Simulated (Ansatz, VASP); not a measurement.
## Two plane-wave programs on Br

```
CELL_PARAMETERS angstrom
4.63398 0.00000 0.00000
-1.39493 4.74788 0.00000
-2.58383 0.09792 5.07113
ATOMIC_POSITIONS crystal
Br 0.61173 0.02650 0.97780
Br 0.92990 0.25803 0.48867
Br 0.41318 0.26116 0.78817
```

Alike in both runs: task relaxation of cell and atoms; functional PBE; k mesh 4 × 4 × 4; occupations gaussian, width 0.1 eV; no spin polarisation.

```csv
,VASP,Ansatz
version,VASP 6.6.1,Ansatz 0.2.0
potentials or method,"VASP PAW PBE potentials, release 64 (Br), cutoff 600 eV","scalar-relativistic, plane waves, PAW"
valence electrons in the cell,21,21
```

|  | VASP | Ansatz | Ansatz less VASP |
| --- | --- | --- | --- |
| gap on the k mesh at the Fermi level, each at its own relaxed structure (eV) | none | none | - |
| relaxed volume (Å³/atom) | 47.50 | 39.41 | -8.089 |
| relaxed cell length with the largest relative difference (Å) | 4.989 | 4.142 | -0.8470 |

A gap of «none» marks a metal or a gap that the smearing closes. One of these differences is far larger than is usual between the two programs; its cause wasn't traced.

The k mesh is coarse, so the values compare programs but aren't converged. Noted on VASP's run: the volume moved by over 15 % at a fixed basis, so the end points are rough.
